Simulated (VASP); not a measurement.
Wanted: the native input for a VASP 6.6.1 run.

* Task: relaxation of cell and atoms
* Functional: PBE
* Potentials or basis: VASP PAW PBE potentials, release 64 (Al, In_d, P, As)
* Cutoff: 500 eV
* k mesh: 12 × 12 × 6
* Occupations: gaussian, width 0.1 eV
* Spin: no spin polarisation
* Dipole correction: no
* Further INCAR settings: ALGO = Normal; EDIFF = 1e-07; IBRION = 2; EDIFFG = -0.01; NSW = 100; ISIF = 3

The structure of AlInAsP3 lies in POSCAR:

```
AlInAsP3
1.0
    4.8608983510      0.0000000000      0.0000000000
   -2.4304491755      4.2096614572      0.0000000000
    0.0000000000      0.0000000000      7.0178851477
Al In P As
1 1 3 1
Direct
    0.0000000000      0.0000000000      0.0000000000
    0.3333333333      0.6666666667      0.0000000000
    0.6666666667      0.3333333333      0.6541079121
    0.6666666667      0.3333333333      0.3458920879
    0.3333333333      0.6666666667      0.5000000000
    0.6666666667      0.3333333333      0.0000000000
```

The cell was generated, and may not be a known phase.

These files were run (other wordings do the same):

INCAR

```
SYSTEM = AlInAsP3
  ALGO = Normal
  EDIFF = 1E-7
  EDIFFG = -0.01
  ENCUT = 500
  GGA = PE
  GGA_COMPAT = .FALSE.
  IBRION = 2
  ISIF = 3
  ISMEAR = 0
  LASPH = .TRUE.
  LCHARG = .FALSE.
  LREAL = .FALSE.
  LWAVE = .FALSE.
  NELM = 120
  NELMIN = 4
  NSW = 100
  PREC = Accurate
  SIGMA = 0.1
```

KPOINTS

```
k-points
0
G
  12 12 6
  0 0 0
```

Potentials or basis: VASP PAW PBE potentials, release 64 (Al, In_d, P, As).

Run with:

```bash
$ cat potpaw_PBE.64/Al/POTCAR potpaw_PBE.64/In_d/POTCAR potpaw_PBE.64/P/POTCAR potpaw_PBE.64/As/POTCAR > POTCAR
$ mpirun -np 1 vasp_std > vasp.out
```

It gave:

```json
{
 "Relaxed volume": "24.11 Å³/atom",
 "Relaxed cell": "a = 4.909 Å, b = 4.909 Å, c = 6.932 Å, α = 90.00°, β = 90.00°, γ = 120.00°",
 "Space group after relaxing (to 0.1 Å)": "P-6m2 (No. 187)",
 "Energy gained by relaxing": "1.0 meV/atom",
 "Ionic steps": "11",
 "Pressure after relaxing": "0.0 GPa",
 "Largest force after relaxing": "0.004 eV/Å",
 "Band gap on the k mesh": "zero (bands 18 and 19 overlap by 1.56 eV)"
}
```

Caveat: the highest band is partly filled, so the run has too few bands; spin-orbit coupling is left out, which moves the levels of the heavy elements.

It took 27 min on 1 thread of Intel(R) Xeon(R) Platinum 8488C (Sapphire Rapids), on a shared host, peak memory 0.44 GiB.
